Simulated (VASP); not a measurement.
Write the native input for VASP 6.6.1 that does the following.

```yaml
Task: single point
Functional: PBEsol
Potentials_or_basis: VASP PAW PBE potentials, release 64 (Cr_pv)
Cutoff: 400 eV
k_mesh: 16 × 16 × 1
Occupations: methfessel-paxton, width 0.1 eV
Spin: no spin polarisation
Dipole_correction: yes
Further_INCAR_settings: ALGO = Normal; EDIFF = 1e-06; NBANDS = 51; NELMDL = -8
```

The structure of Cr lies in POSCAR:

```
Cr
1.0
    2.8800000000      0.0000000000      0.0000000000
    1.4400000000      2.0364675300      0.0000000000
    0.0000000000      0.0000000000     28.2188051790
Cr
7
Direct
    0.0000000000      0.0000000000      0.2959718355
    0.5000000000      0.0000000000      0.3610801780
    0.0000000000      0.0000000000      0.4310081624
    0.5000000000      0.0000000000      0.4999999995
    0.0000000000      0.0000000000      0.5689918363
    0.5000000000      0.0000000000      0.6389198135
    0.0000000000      0.0000000000      0.7040281749
```

The input as run:

INCAR

```
SYSTEM = Cr
ALGO = Normal
DIPOL = 0.5 0.5 0.500
EDIFF = 1E-6
ENCUT = 400
GGA = PS
GGA_COMPAT = .False.
IDIPOL = 3
ISIF = 2
ISMEAR = 1
LASPH = .True.
LCHARG = .False.
LDIPOL = .True.
LREAL = .False.
LWAVE = .False.
NBANDS = 51
NELM = 120
NELMDL = -8
PREC = Accurate
SIGMA = 0.1
```

KPOINTS

```
k-points
0
Gamma
  16 16 1
  0 0 0
```

Potentials or basis: VASP PAW PBE potentials, release 64 (Cr_pv).

The run is started by

```bash
$ cat potpaw_PBE.64/Cr_pv/POTCAR > POTCAR
$ mpirun -np 1 vasp_std > vasp.out
```

Results of the run:

```json
{"Largest force": "0.014 eV/Å", "Band gap on the k mesh": "zero (bands 42 and 43 overlap by 1.50 eV)"}
```

Caveat: the PAW data sets were made with another functional, which shifts forces and pressure a little; the run has no spin polarisation, though such a crystal can be magnetic.

It took 31 min on 1 thread of Intel Xeon 8259CL, with other jobs on the host, peak memory 0.43 GiB.
